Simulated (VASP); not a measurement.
Set up this calculation in VASP 6.6.1, as the native input.

| Quantity | Value |
| --- | --- |
| Task | single point |
| Functional | revPBE |
| Potentials or basis | VASP PAW PBE potentials, release 64 (Rh_pv, Cl) |
| Cutoff | 520 eV |
| k mesh | 4 × 4 × 6 |
| Occupations | fermi-dirac, width 0.1 eV |
| Spin | no spin polarisation |
| Dipole correction | no |
| Further INCAR settings | ALGO = Normal; EDIFF = 1e-06; NBANDS = 38 |

The structure of RhCl2 lies in POSCAR:

```
RhCl2
1.0
    5.6899730000      0.0000000000      0.0000000000
    0.0000000000      5.6899730000      0.0000000000
    0.0000000000      0.0000000000      3.7283670000
Rh Cl
2 4
Direct
    0.0000000000      0.0000000000      0.0000000000
    0.5000000000      0.5000000000      0.5000000000
    0.3026200000      0.3026200000      0.0000000000
    0.6973800000      0.6973800000      0.0000000000
    0.1973800000      0.8026200000      0.5000000000
    0.8026200000      0.1973800000      0.5000000000
```

The input as run:

INCAR

```
SYSTEM = RhCl2
ALGO     = Normal         ! electronic algorithm
EDIFF    = 1E-6           ! SCF threshold, eV
ENCUT    = 520            ! plane-wave cutoff, eV
GGA      = RE             ! functional
ISIF     = 2              ! what is computed and relaxed
ISMEAR   = -1             ! smearing method
LASPH    = .True.         ! aspherical terms in the spheres
LCHARG   = .True.         ! write CHGCAR
LELF     = .True.         ! ELF
LREAL    = .False.        ! projectors in reciprocal space
LVHAR    = .True.       
LWAVE    = .False.        ! write WAVECAR
NBANDS   = 38             ! bands
NELM     = 100            ! most SCF steps
PREC     = Accurate       ! precision mode
SIGMA    = 0.1            ! smearing width, eV
```

KPOINTS

```
k-points
0
Gamma
  4 4 6
  0 0 0
```

Potentials or basis: VASP PAW PBE potentials, release 64 (Rh_pv, Cl).

The run is started by

```console
$ cat potpaw_PBE.64/Rh_pv/POTCAR potpaw_PBE.64/Cl/POTCAR > POTCAR
$ mpirun -np 1 vasp_std > vasp.out
```

It gave:

```
Pressure               : 1.5 GPa
Largest force          : 0.048 eV/Å
Band gap on the k mesh : zero (band 29 reaches 5.79 eV, above the bottom of band 30 at 4.53 eV)
```

Caveat: the PAW data sets were made with another functional, which shifts forces and pressure a little.

It took 44 s on 1 thread of Intel(R) Xeon(R) 6975P-C (Granite Rapids), on a shared host, peak memory 0.25 GiB.
